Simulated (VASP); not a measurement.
# Ni in VASP: single point with PBE

Aim: the single point of Ni with PBE.

Everything below comes from runs of VASP 6.6.1. Logs are shortened: lines on timing, memory, paths and dates and some standing lists are left out, and cuts for length are marked.

### 1 The cell of the first run

The cell holds a slab with vacuum, 3 atoms: a = 2.488 Å, b = 3.519 Å, c = 18.488 Å, α = 90.00°, β = 90.00°, γ = 90.00°.

### 2 Single point, PBE, collinear spin, ferromagnetic start

File INCAR:

```
SYSTEM = Ni
ALGO     = Normal         ! electronic algorithm
DIPOL    = 0.5 0.5 0.500
EDIFF    = 1E-6           ! SCF threshold, eV
EFIELD   = -0.2         
ENCUT    = 520            ! plane-wave cutoff, eV
GGA      = PE             ! functional
GGA_COMPAT= .False.      
IDIPOL   = 3            
ISIF     = 2              ! what is computed and relaxed
ISMEAR   = -1             ! smearing method
ISPIN    = 2              ! spin polarisation
LASPH    = .True.         ! aspherical terms in the spheres
LCHARG   = .False.        ! write CHGCAR
LDIPOL   = .True.       
LMAXMIX  = 4              ! l up to which the mixer works
LORBIT   = 11             ! projections on sites
LREAL    = .False.        ! projectors in reciprocal space
LWAVE    = .False.        ! write WAVECAR
MAGMOM   = 1 1 1          ! initial moments
NBANDS   = 26             ! bands
NELM     = 200            ! most SCF steps
NELMDL   = -8           
PREC     = Accurate       ! precision mode
SIGMA    = 0.05           ! smearing width, eV
```

File KPOINTS:

```
k-points
0
Gamma
  15 10 1
  0 0 0
```

File POSCAR:

```
Ni
1.0
    2.4880368655      0.0000000000      0.0000000000
    0.0000000000      3.5186154789      0.0000000000
    0.0000000000      0.0000000000     18.4880000000
Ni
3
Direct
    0.0000000000      0.0000000000      0.4376885799
    0.5000000000      0.5000000000      0.5000000073
    0.0000000000      0.0000000000      0.5623114128
```

Potentials or basis: VASP PAW PBE potentials, release 64 (Ni).

Started as:

```bash
$ cat potpaw_PBE.64/Ni/POTCAR > POTCAR
$ mpirun -np 1 vasp_std > vasp.out
```

OUTCAR:

```text
SYSTEM = Ni
   EDIFF = 1E-6
   ENCUT = 520
   GGA = PE
   ISIF = 2
   ISMEAR = -1
   ISPIN = 2
   LASPH = .True.
   LORBIT = 11
   LREAL = .False.
   NELM = 200
   NELMDL = -8
   PREC = Accurate

 ion  position               nearest neighbor table
   1  0.000  0.000  0.438-   3 2.30   2 2.44   2 2.44   2 2.44   2 2.44
   2  0.500  0.500  0.500-   3 2.44   3 2.44   3 2.44   3 2.44   1 2.44   1 2.44   1 2.44   1 2.44

   3  0.000  0.000  0.562-   1 2.30   2 2.44   2 2.44   2 2.44   2 2.44

  LATTYP: Found a simple orthorhombic cell.
 ALAT       =     2.4880368655
 B/A-ratio  =     1.4142135624
 C/A-ratio  =     7.4307580633

  Lattice vectors:

 A1 = (   2.4880368655,   0.0000000000,   0.0000000000)
 A2 = (   0.0000000000,   3.5186154789,   0.0000000000)
 A3 = (   0.0000000000,   0.0000000000,  18.4880000000)

Analysis of symmetry for initial positions (statically):
=====================================================================
 Subroutine PRICEL returns:
 Original cell was already a primitive cell.

 Routine SETGRP: Setting up the symmetry group for a
 simple orthorhombic supercell.

 Subroutine GETGRP returns: Found  8 space group operations
 (whereof  8 operations were pure point group operations)
 out of a pool of  8 trial point group operations.

The static configuration has the point symmetry D_2h.

Analysis of symmetry for dynamics (positions and initial velocities):
=====================================================================
 An external electric field (EFIELD) may reduce the allowed symmetry operations
 Subroutine PRICEL returns:
 Original cell was already a primitive cell.

 Routine SETGRP: Setting up the symmetry group for a
 simple orthorhombic supercell.

 Subroutine GETGRP returns: Found  4 space group operations
 (whereof  4 operations were pure point group operations)
 out of a pool of  8 trial point group operations.

The dynamic configuration has the point symmetry C_2v.

Analysis of structural, dynamic, and magnetic symmetry:
=====================================================================
 Subroutine PRICEL returns:
 Original cell was already a primitive cell.

 Routine SETGRP: Setting up the symmetry group for a
 simple orthorhombic supercell.

 Subroutine GETGRP returns: Found  4 space group operations
 (whereof  4 operations were pure point group operations)
 out of a pool of  8 trial point group operations.

The overall configuration has the point symmetry C_2v.

 Subroutine INISYM returns: Found  4 space group operations
 (whereof  4 operations are pure point group operations),
 and found     1 'primitive' translations

[... 126 lines left out ...]
   LRPA    =     F    only Hartree local field effects (RPA)
 spin polarized calculation
  energy-cutoff  :      520.00
  volume of cell :      161.85
 maximum number of plane-waves:      4399
 NGX is ok and might be reduce to    20
   NGX =  9   NGY = 13   NGZ = 69

 number of electron      29.9999989 magnetization       2.2961634

 dipolmoment           0.000000      0.000000     -0.050810 electrons x Angstroem

 Free energy of the ion-electron system (eV)
  ---------------------------------------------------
  ext. energy  EPLUGINS =         0.00000000
  ---------------------------------------------------
  free energy    TOTEN  =       -14.00388529 eV

  energy without entropy =      -13.95638697  energy(sigma->0) =      -13.98013613

 E-fermi :  -1.5764     XC(G=0):  -3.7378

 val. band max:       -1.5786274940   @ k =   0.2667   0.5000   0.0000
 cond. band min:      -1.5761564806   @ k =   0.3333   0.3000   0.0000
 fundamental gap:      0.0024710134
 Fermi energy:        -1.5764044835

 spin component 1

 k-point     1 :       0.0000    0.0000    0.0000
  band No.  band energies     occupation
      1      -8.9599      1.00000
      2      -5.6495      1.00000
      3      -5.4603      1.00000
      4      -5.1050      1.00000
      5      -4.0845      1.00000
      6      -4.0573      1.00000
[... 685 lines left out ...]
     25       8.6649      0.00000
     26       9.4359      0.00000

 [... further k-points ...]

 spin component 2

 k-point     1 :       0.0000    0.0000    0.0000
  band No.  band energies     occupation
      1      -8.9577      1.00000
      2      -5.1689      1.00000
      3      -5.1322      1.00000
      4      -4.3627      1.00000
      5      -3.5545      1.00000
      6      -3.3631      1.00000
[... 685 lines left out ...]
     25       8.8679      0.00000
     26       9.4919      0.00000

 [... further k-points ...]

------------------------ aborting loop because EDIFF is reached ----------------------------------------

 vacuum level on the upper side and lower side of the slab       (xc-potential included)         1.279        -1.292

  FORCE on cell =-STRESS in cart. coord.  units (eV):
  Direction    XX          YY          ZZ          XY          YZ          ZX
  --------------------------------------------------------------------------------------
  -------------------------------------------------------------------------------------
  Total       -1.7685297     -1.3958679     -0.0196437      0.0000000      0.0000000      0.0000000
  in kB      -17.5067035    -13.8177188     -0.1944529      0.0000000      0.0000000      0.0000000
  external PRESSURE =     -10.5062917 kB  Pullay stress =       0.0000000 kB

 VOLUME and BASIS-vectors are now :
 -----------------------------------------------------------------------------
  energy-cutoff  :      520.00
  volume of cell :      161.85
      direct lattice vectors                 reciprocal lattice vectors
     2.488036865  0.000000000  0.000000000     0.401923305  0.000000000  0.000000000
     0.000000000  3.518615479  0.000000000     0.000000000  0.284202694  0.000000000
     0.000000000  0.000000000 18.488000000     0.000000000  0.000000000  0.054089139

 POSITION                                       TOTAL-FORCE (eV/Angst)
 -----------------------------------------------------------------------------------
      0.00000      0.00000      8.09199         0.000000      0.000000      0.008671
      1.24402      1.75931      9.24400         0.000000      0.000000     -0.010818
      0.00000      0.00000     10.39601         0.000000      0.000000      0.002148
 -----------------------------------------------------------------------------------
    total drift:                               -0.000000      0.000000      0.000109

  FREE ENERGIE OF THE ION-ELECTRON SYSTEM (eV)
  ---------------------------------------------------
  free  energy   TOTEN  =       -14.0038852931 eV

  energy  without entropy=      -13.9563869691  energy(sigma->0) =      -13.98013613

 vacuum level on the upper side and lower side of the slab         4.115         1.573

 total charge

# of ion       s       p       d       tot
------------------------------------------
    1        0.483   0.328   8.334   9.145
    2        0.504   0.466   8.306   9.277
    3        0.483   0.326   8.334   9.143
--------------------------------------------------
tot          1.470   1.120  24.974  27.565

 magnetization (x)

# of ion       s       p       d       tot
------------------------------------------
    1        0.002  -0.009   0.811   0.804
    2       -0.005  -0.023   0.683   0.656
    3        0.002  -0.009   0.818   0.810
--------------------------------------------------
tot         -0.001  -0.041   2.312   2.270
```

stdout:

```text
POSCAR found type information on POSCAR Ni
 POSCAR found :  1 types and       3 ions
 scaLAPACK will be used
 LDA part: xc-table for (Slater+PW92), standard interpolation
 POSCAR, INCAR and KPOINTS ok, starting setup
 FFT: planning ... GRIDC
 FFT: planning ... GRID_SOFT
 FFT: planning ... GRID
 WAVECAR not read
 entering main loop
```

Wall time 23 min (1 thread of AMD EPYC 9755, shared host); peak memory 0.46 GiB.

Results:

| Item | Value |
| --- | --- |
| Free energy | -14.0039 eV |
| Largest force | 0.011 eV/Å |
| Net moment | 2.30 μB per cell |
| Site moments | Ni +0.80, +0.66, +0.81 μB |
| Valence electrons inside the program's atomic spheres | Ni 9.14, 9.28 (each value once) |

Forces on the atoms (eV/Å):
```
Ni   0.000  0.000  0.009
Ni   0.000  0.000 -0.011
Ni   0.000  0.000  0.002
```

Levels at points of the mesh, in eV from the Fermi level:
Spin up:
```
           k point  band 12  band 13  band 14  band 15  band 16  band 17  band 18  band 19  band 20  band 21
(0.00, 0.00, 0.00)    -1.37    -1.15    -1.13    -1.04    -0.70    -0.52     1.39     3.67     4.45     4.65
(0.00, 0.50, 0.00)    -1.32    -1.04    -0.78    -0.75    -0.60    -0.52     0.73     1.37     2.79     6.01
```
Spin down:
```
           k point  band 11  band 12  band 13  band 14  band 15  band 16  band 17  band 18
(0.00, 0.00, 0.00)    -0.67    -0.63    -0.35    -0.23    -0.15    -0.04     0.44     1.64
(0.00, 0.50, 0.00)    -0.78    -0.42    -0.14    -0.04     0.03     0.15     0.38     0.75
```
